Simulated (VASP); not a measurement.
# Na (P6_3/mmc) in VASP: further runs

The runs below take Na through single point, with PBEsol.

All numbers are computed with VASP 6.6.1; they aren't measurements. Logs are shortened: lines on timing, memory, paths and dates and some standing lists are left out, and cuts for length are marked.

## Step 1: The cell of the first run

It takes space group P6_3/mmc (No. 194, hexagonal). The conventional cell has a = 3.729 Å, b = 3.729 Å, c = 6.154 Å, α = 90.00°, β = 90.00°, γ = 120.00°. Na (site symmetry -6m2) has 12 Na at 3.73 to 3.76 Å within 4.9 Å.

## Step 2: Single point, PBEsol

INCAR

```
ALGO = Normal
EDIFF = 1E-6
ENCUT = 520
GGA = PS
ISIF = 2
ISMEAR = -1
LASPH = T
LCHARG = F
LREAL = F
LWAVE = F
NBANDS = 14
NELM = 60
PREC = Accurate
SIGMA = 0.05
```

KPOINTS

```
k-points
0
Gamma
  7 7 4
```

POSCAR

```
Na
1.0
    3.7293300000      0.0000000000      0.0000000000
   -1.8646650000      3.2296945191      0.0000000000
    0.0000000000      0.0000000000      6.1540000000
Na
2
Direct
    0.6666666667      0.3333333333      0.7500000000
    0.3333333333      0.6666666667      0.2500000000
```

Potentials or basis: VASP PAW PBE potentials, release 64 (Na_pv).

Started as:

```bash
$ cat potpaw_PBE.64/Na_pv/POTCAR > POTCAR
$ mpirun -np 1 vasp_std > vasp.out
```

OUTCAR:

```text
EDIFF = 1E-6
   ENCUT = 520
   GGA = PS
   ISIF = 2
   ISMEAR = -1
   LASPH = T
   LREAL = F
   NELM = 60
   PREC = Accurate

 ion  position               nearest neighbor table
   1  0.667  0.333  0.750-
   2  0.333  0.667  0.250-

  LATTYP: Found a hexagonal cell.
 ALAT       =     3.7293300000
 C/A-ratio  =     1.6501623616

  Lattice vectors:

 A1 = (   3.7293300000,   0.0000000000,   0.0000000000)
 A2 = (  -1.8646650000,   3.2296945191,   0.0000000000)
 A3 = (   0.0000000000,   0.0000000000,   6.1540000000)

Analysis of symmetry for initial positions (statically):
=====================================================================
 Subroutine PRICEL returns:
 Original cell was already a primitive cell.

 Routine SETGRP: Setting up the symmetry group for a
 hexagonal supercell.

 Subroutine GETGRP returns: Found 24 space group operations
 (whereof 12 operations were pure point group operations)
 out of a pool of 24 trial point group operations.

The static configuration has the point symmetry D_3d.
 The point group associated with its full space group is D_6h.

Analysis of symmetry for dynamics (positions and initial velocities):
=====================================================================
 Subroutine PRICEL returns:
 Original cell was already a primitive cell.

 Routine SETGRP: Setting up the symmetry group for a
 hexagonal supercell.

 Subroutine GETGRP returns: Found 24 space group operations
 (whereof 12 operations were pure point group operations)
 out of a pool of 24 trial point group operations.

The dynamic configuration has the point symmetry D_3d.
 The point group associated with its full space group is D_6h.

 Subroutine INISYM returns: Found 24 space group operations
 (whereof 12 operations are pure point group operations),
 and found     1 'primitive' translations

----------------------------------------------------------------------------------------

                                     Primitive cell

  volume of cell :      74.1224

  direct lattice vectors                    reciprocal lattice vectors
     3.729330000  0.000000000  0.000000000     0.268144680  0.154813403  0.000000000
    -1.864665000  3.229694519  0.000000000     0.000000000  0.309626807  0.000000000
     0.000000000  0.000000000  6.154000000     0.000000000  0.000000000  0.162495938

  length of vectors
[... 89 lines left out ...]
   POTIM  = 0.5000    time-step for ionic-motion
   TEBEG  =    0.0;   TEEND  =   0.0 temperature during run
   PSTRESS=    0.0 pullay stress
   NELECT =      14.0000    total number of electrons
   NUPDOWN=      -1.0000    fix difference up-down
   EMIN   =  10.00;   EMAX   =-10.00  energy-range for DOS
   EFERMI =   0.00;   METHOD = LEGACY
   ISMEAR =    -1;   SIGMA  =   0.05  broadening in eV -4-tet -1-fermi 0-gaus
   EFERMI_NEDOS =   21; number of points for ismear=-14 and -15
   IALGO  =     38    algorithm
   IMIX   =      4    mixing-type and parameters
     AMIX     =   0.40;   BMIX     =  1.00
     AMIX_MAG =   1.60;   BMIX_MAG =  1.00
  volume/ion in A,a.u.               =      37.06       250.10
  Fermi-wavevector in a.u.,A,eV,Ry     =   0.939293  1.775006 12.004021  0.882271
  Thomas-Fermi vector in A             =   2.066590
   LORBIT       =      0    0 simple, 1 ext, 2 COOP (PROOUT), +10 PAW based schemes
   GGA     = PS    functional components
   LHFCALC =     F    Hartree Fock is set to
   AEXX    =    0.0000 exact exchange contribution
   IVDW    =     0    specifies the selected vdW correction
   LEPSILON=     F    determine dielectric tensor
   LRPA    =     F    only Hartree local field effects (RPA)
 non-spin polarized calculation
  energy-cutoff  :      520.00
  volume of cell :       74.12
 maximum number of plane-waves:      2013
 NGX is ok and might be reduce to    28
   NGX = 13   NGY = 13   NGZ = 23

 number of electron      14.0000004 magnetization

 Free energy of the ion-electron system (eV)
  ---------------------------------------------------
  ext. energy  EPLUGINS =         0.00000000
  ---------------------------------------------------
  free energy    TOTEN  =        -2.81423973 eV

  energy without entropy =       -2.80832499  energy(sigma->0) =       -2.81128236

 E-fermi :   0.2363     XC(G=0):  -6.5014

 val. band max:        0.1538334108   @ k =   0.1429   0.1429   0.2500
 cond. band min:       0.4386382121   @ k =   0.2857   0.0000   0.2500
 fundamental gap:      0.2848048013
 Fermi energy:         0.2363467009

 k-point     1 :       0.0000    0.0000    0.0000
  band No.  band energies     occupation
      1     -24.5087      2.00000
      2     -24.4796      2.00000
      3     -24.4796      2.00000
      4     -24.4750      2.00000
      5     -24.4750      2.00000
      6     -24.4742      2.00000
      7      -2.9734      2.00000
      8       0.8045      0.00002
      9       1.2122      0.00000
     10      10.3709      0.00000
     11      10.3709      0.00000
     12      10.7499      0.00000
     13      10.7499      0.00000
     14      10.7654      0.00000
[... 377 lines left out ...]
      1     -24.5040      2.00000
      2     -24.5040      2.00000
      3     -24.4942      2.00000
      4     -24.4942      2.00000
      5     -24.4813      2.00000
      6     -24.4813      2.00000
      7       1.4846      0.00000
      8       1.4846      0.00000
      9       3.1958      0.00000
     10       3.1958      0.00000
     11       3.9810      0.00000
     12       3.9810      0.00000
     13       9.2294      0.00000
     14       9.2294      0.00000

------------------------ aborting loop because EDIFF is reached ----------------------------------------

  FORCE on cell =-STRESS in cart. coord.  units (eV):
  Direction    XX          YY          ZZ          XY          YZ          ZX
  --------------------------------------------------------------------------------------
  -------------------------------------------------------------------------------------
  Total       -0.0874260     -0.0874260     -0.0147231     -0.0000000      0.0000000     -0.0000000
  in kB       -1.8897382     -1.8897382     -0.3182445     -0.0000000      0.0000000     -0.0000000
  external PRESSURE =      -1.3659069 kB  Pullay stress =       0.0000000 kB

 VOLUME and BASIS-vectors are now :
 -----------------------------------------------------------------------------
  energy-cutoff  :      520.00
  volume of cell :       74.12
      direct lattice vectors                 reciprocal lattice vectors
     3.729330000  0.000000000  0.000000000     0.268144680  0.154813403  0.000000000
    -1.864665000  3.229694519  0.000000000     0.000000000  0.309626807  0.000000000
     0.000000000  0.000000000  6.154000000     0.000000000  0.000000000  0.162495938

 POSITION                                       TOTAL-FORCE (eV/Angst)
 -----------------------------------------------------------------------------------
      1.86467      1.07656      4.61550        -0.000000      0.000000      0.000000
     -0.00000      2.15313      1.53850         0.000000      0.000000      0.000000
 -----------------------------------------------------------------------------------
    total drift:                                0.000000     -0.000000      0.000000

  FREE ENERGIE OF THE ION-ELECTRON SYSTEM (eV)
  ---------------------------------------------------
  free  energy   TOTEN  =        -2.8142397284 eV

  energy  without entropy=       -2.8083249874  energy(sigma->0) =       -2.81128236
```

OSZICAR:

```text
N       E                     dE             d eps       ncg     rms          rms(c)
DAV:   1     0.101194874041E+03    0.10119E+03   -0.76515E+03   672   0.952E+02
DAV:   2     0.129278347645E+01   -0.99902E+02   -0.98717E+02   702   0.278E+02
DAV:   3    -0.276264356579E+01   -0.40554E+01   -0.40522E+01   894   0.639E+01
DAV:   4    -0.281741075687E+01   -0.54767E-01   -0.54766E-01   726   0.797E+00
DAV:   5    -0.281862024687E+01   -0.12095E-02   -0.12095E-02   864   0.121E+00    0.329E-01
DAV:   6    -0.281532270390E+01    0.32975E-02   -0.47927E-03   804   0.107E+00    0.200E-01
DAV:   7    -0.281432999553E+01    0.99271E-03   -0.42266E-03   858   0.872E-01    0.650E-02
DAV:   8    -0.281423900354E+01    0.90992E-04   -0.44949E-04   828   0.376E-01    0.384E-03
DAV:   9    -0.281423972839E+01   -0.72485E-06   -0.47886E-06   756   0.267E-02
   1 F= -.28142397E+01 E0= -.28112824E+01  d E =-.591474E-02
```

It used 21 s of CPU time on 1 thread of AMD EPYC 7R13 Processor (Zen 3), with other jobs on the host.

What came out:

```yaml
Free_energy: -2.8142 eV
Pressure: -0.1 GPa
Band_gap_on_the_k_mesh: zero (band 7 reaches 1.57 eV, above the bottom of band 8 at -1.96 eV)
```

Stress tensor (GPa, compression positive):
```
-0.19  0.00  0.00
 0.00 -0.19  0.00
 0.00  0.00 -0.03
```

Caveat: the PAW data sets were made with another functional, which shifts forces and pressure a little.

## Step 3: Single point, PBEsol

This run uses another cell than the first one, of 37.81 Å³/atom, 1.020 times its volume.

INCAR

```
PREC = Accurate
ENCUT = 520
EDIFF = 1E-7
ISMEAR = -1
SIGMA = 0.05
LREAL = False
LASPH = True
NELM = 100
ALGO = Normal
ISIF = 2
LWAVE = False
LCHARG = False
GGA = PS
NBANDS = 14
```

KPOINTS

```
Automatic mesh
0
Gamma
  7 7 4
```

POSCAR

```
Na
1.0
    3.7670000000      0.0000000000      0.0000000000
   -1.8835000000      3.2623176961      0.0000000000
    0.0000000000      0.0000000000      6.1540000000
Na
2
Direct
    0.6666666667      0.3333333333      0.7500000000
    0.3333333333      0.6666666667      0.2500000000
```

Potentials or basis: VASP PAW PBE potentials, release 64 (Na_pv).

Started as:

```bash
$ cat potpaw_PBE.64/Na_pv/POTCAR > POTCAR
$ mpirun -np 1 vasp_std > vasp.out
```

It used 22 s of CPU time on 1 thread of AMD EPYC 7R13 Processor (Zen 3), on a shared host.

The run converged. Its results:

| Quantity | Value |
| --- | --- |
| Free energy | -2.8114 eV |
| Pressure | -0.3 GPa |
| Band gap on the k mesh | zero (band 7 reaches 1.49 eV, above the bottom of band 8 at -1.97 eV) |

Stress tensor (GPa, compression positive):
```
-0.41  0.00  0.00
 0.00 -0.41  0.00
 0.00  0.00 -0.06
```

Levels at points of the mesh, in eV from the Fermi level:
```csv
k point,band 3,band 4,band 5,band 6,band 7,band 8,band 9,band 10,band 11,band 12
"(0.00, 0.00, 0.00)",-24.75,-24.74,-24.74,-24.74,-3.18,0.60,1.00,9.92,9.92,10.27
"(0.00, 0.00, 0.50)",-24.74,-24.74,-24.74,-24.74,-2.17,-2.17,5.51,5.51,10.51,10.51
```

Caveat: the PAW data sets were made with another functional, which shifts forces and pressure a little.

## Step 4: Single point, PBEsol

This run uses another cell than the first one, of 38.57 Å³/atom, 1.041 times its volume.

INCAR

```
PREC = Accurate ; ENCUT = 520
EDIFF = 1E-7 ; ISMEAR = -1
SIGMA = 0.05 ; LREAL = F
LASPH = T ; NELM = 60
ALGO = Normal ; ISIF = 2
LWAVE = F ; LCHARG = F
GGA = PS ; NBANDS = 14
```

KPOINTS is that of step 3.

POSCAR

```
Na
1.0
    3.8046700000      0.0000000000      0.0000000000
   -1.9023350000      3.2949408731      0.0000000000
    0.0000000000      0.0000000000      6.1540000000
Na
2
Direct
    0.6666666667      0.3333333333      0.7500000000
    0.3333333333      0.6666666667      0.2500000000
```

Started as:

```bash
$ cat potpaw_PBE.64/Na_pv/POTCAR > POTCAR
$ mpirun -np 1 vasp_std > vasp.out
```

It used 26 s of CPU time on 1 thread of AMD EPYC 7R13 Processor (Zen 3), with other jobs on the host.

Results (log left out):

```
Free energy            : -2.8066 eV
Pressure               : -0.4 GPa
Band gap on the k mesh : zero (band 7 reaches 1.41 eV, above the bottom of band 8 at -1.98 eV)
```

Stress tensor (GPa, compression positive):
```
-0.61  0.00  0.00
 0.00 -0.61  0.00
 0.00  0.00 -0.08
```

Levels at points of the mesh, in eV from the Fermi level:
```csv
k point,band 3,band 4,band 5,band 6,band 7,band 8,band 9,band 10,band 11,band 12
"(0.00, 0.00, 0.00)",-24.78,-24.78,-24.78,-24.78,-3.16,0.62,1.02,9.72,9.72,10.03
"(0.00, 0.00, 0.50)",-24.78,-24.78,-24.78,-24.78,-2.14,-2.14,5.53,5.53,10.31,10.31
```

Caveat: the PAW data sets were made with another functional, which shifts forces and pressure a little.

## Step 5: Single point, PBEsol

This run uses another cell than the first one, of 39.34 Å³/atom, 1.062 times its volume.

INCAR

```
SYSTEM = Na
PREC = Accurate
ENCUT = 520
EDIFF = 1E-6
ISMEAR = -1
SIGMA = 0.05
LREAL = .FALSE.
LASPH = .TRUE.
NELM = 60
ALGO = Normal
ISIF = 2
LWAVE = .FALSE.
LCHARG = .TRUE.
GGA = PS
LELF = .TRUE.
LVHAR = .TRUE.
NBANDS = 14
```

KPOINTS

```
regular mesh
0
G
  7 7 4
  0 0 0
```

POSCAR

```
Na
1.0
    3.8423400000      0.0000000000      0.0000000000
   -1.9211700000      3.3275640500      0.0000000000
    0.0000000000      0.0000000000      6.1540000000
Na
2
Direct
    0.6666666667      0.3333333333      0.7500000000
    0.3333333333      0.6666666667      0.2500000000
```

Started as:

```bash
$ cat potpaw_PBE.64/Na_pv/POTCAR > POTCAR
$ mpirun -np 1 vasp_std > vasp.out
```

It used 24 s of CPU time on 1 thread of AMD EPYC 7R13 Processor (Zen 3) (shared host).

The run converged. Its results:

* Free energy: -2.8000 eV
* Pressure: -0.5 GPa
* Band gap on the k mesh: zero (band 7 reaches 1.34 eV, above the bottom of band 8 at -2.00 eV)

Stress tensor (GPa, compression positive):
```
-0.74  0.00  0.00
 0.00 -0.74  0.00
 0.00  0.00 -0.06
```

Levels at points of the mesh, in eV from the Fermi level:
```tsv
k point	band 4	band 5	band 6	band 7	band 8	band 9	band 10	band 11
(0.00, 0.00, 0.00)	-24.81	-24.81	-24.81	-3.14	0.64	1.04	9.52	9.52
(0.00, 0.00, 0.50)	-24.81	-24.81	-24.81	-2.12	-2.12	5.56	5.56	10.11
```

Caveat: the PAW data sets were made with another functional, which shifts forces and pressure a little.

## Step 6: Single point, PBEsol

This run uses another cell than the first one, of 40.90 Å³/atom, 1.104 times its volume.

INCAR

```
SYSTEM = Na
ALGO = Normal
EDIFF = 1E-7
ENCUT = 520
GGA = PS
ISIF = 2
ISMEAR = -1
LASPH = .TRUE.
LCHARG = .FALSE.
LREAL = .FALSE.
LWAVE = .FALSE.
NBANDS = 14
NELM = 100
PREC = Accurate
SIGMA = 0.05
```

KPOINTS

```
k-points
0
G
  7 7 4
  0 0 0
```

POSCAR

```
Na
1.0
    3.9176800000      0.0000000000      0.0000000000
   -1.9588400000      3.3928104039      0.0000000000
    0.0000000000      0.0000000000      6.1540000000
Na
2
Direct
    0.6666666667      0.3333333333      0.7500000000
    0.3333333333      0.6666666667      0.2500000000
```

Potentials or basis: VASP PAW PBE potentials, release 64 (Na_pv).

Started as:

```bash
$ cat potpaw_PBE.64/Na_pv/POTCAR > POTCAR
$ mpirun -np 1 vasp_std > vasp.out
```

It used 27 s of CPU time on 1 thread of AMD EPYC 7R13 Processor (Zen 3), on a shared host.

It converged, with:

* Free energy: -2.7824 eV
* Pressure: -0.7 GPa
* Band gap on the k mesh: zero (band 7 reaches 1.20 eV, above the bottom of band 8 at -2.02 eV)

Stress tensor (GPa, compression positive):
```
-1.05  0.00  0.00
 0.00 -1.05  0.00
 0.00  0.00 -0.13
```

Levels at points of the mesh, in eV from the Fermi level:
| k point | band 3 | band 4 | band 5 | band 6 | band 7 | band 8 | band 9 | band 10 | band 11 | band 12 |
| --- | --- | --- | --- | --- | --- | --- | --- | --- | --- | --- |
| (0.00, 0.00, 0.00) | -24.88 | -24.88 | -24.88 | -24.88 | -3.09 | 0.69 | 1.09 | 9.13 | 9.13 | 9.34 |
| (0.00, 0.00, 0.50) | -24.88 | -24.88 | -24.88 | -24.88 | -2.08 | -2.08 | 5.60 | 5.60 | 9.74 | 9.74 |

Caveat: the PAW data sets were made with another functional, which shifts forces and pressure a little.

## Step 7: The runs side by side

| cell | gap on the mesh (eV) | pressure (GPa) |
| --- | --- | --- |
| a = 3.729, b = 3.729, c = 6.154 Å, angles 90.0, 90.0, 120.0°, 2 atoms | none | -0.1 |
| a = 3.767, b = 3.767, c = 6.154 Å, angles 90.0, 90.0, 120.0°, 2 atoms | none | -0.3 |
| a = 3.805, b = 3.805, c = 6.154 Å, angles 90.0, 90.0, 120.0°, 2 atoms | none | -0.4 |
| a = 3.842, b = 3.842, c = 6.154 Å, angles 90.0, 90.0, 120.0°, 2 atoms | none | -0.5 |
| a = 3.918, b = 3.918, c = 6.154 Å, angles 90.0, 90.0, 120.0°, 2 atoms | none | -0.7 |

Alike in all rows: task single point; level PBEsol; potentials or basis VASP PAW PBE potentials, release 64 (Na_pv); no spin polarisation; k mesh 7 × 7 × 4; cutoff (eV) 520; smearing fermi-dirac 0.05 eV.

Caveats: the PAW data sets were made with another functional, which shifts forces and pressure a little.

Total energies depend on the potentials used, so only differences within one code and one set of settings carry meaning.
